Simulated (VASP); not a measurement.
Here is a VASP 6.6.1 calculation.

File INCAR:

```
PREC = Accurate ; ENCUT = 520
EDIFF = 1E-7 ; ISMEAR = -1
SIGMA = 0.05 ; LREAL = False
LASPH = True ; NELM = 80
ALGO = Normal ; ISIF = 2
LWAVE = False ; LCHARG = False
GGA = PS ; NBANDS = 16
```

The input KPOINTS:

```
Automatic mesh
0
Gamma
  7 7 7
```

File POSCAR:

```
GaAs
1.0
    0.0000000000      2.7985815000      2.8268500000
    2.7985815000      0.0000000000      2.8268500000
    2.7985815000      2.7985815000      0.0000000000
As Ga
1 1
Direct
    0.7500000000      0.7500000000      0.7500000000
    0.0000000000      0.0000000000      0.0000000000
```

Potentials or basis: VASP PAW PBE potentials, release 64 (As, Ga_d).

The run is started by

```console
$ cat potpaw_PBE.64/As/POTCAR potpaw_PBE.64/Ga_d/POTCAR > POTCAR
$ mpirun -np 1 vasp_std > vasp.out
```

Task: Predict the band gap on the k mesh.

Result: 0.59 eV.

Task: What does it give for the pressure?

Result: 1.8 GPa.

Stress tensor (GPa, compression positive):
```
2.04 0.00 0.00
0.00 2.04 0.00
0.00 0.00 1.41
```

Caveat: the PAW data sets were made with another functional, which shifts forces and pressure a little; an odd mesh through Γ misses points on the zone boundary, where band edges can lie.
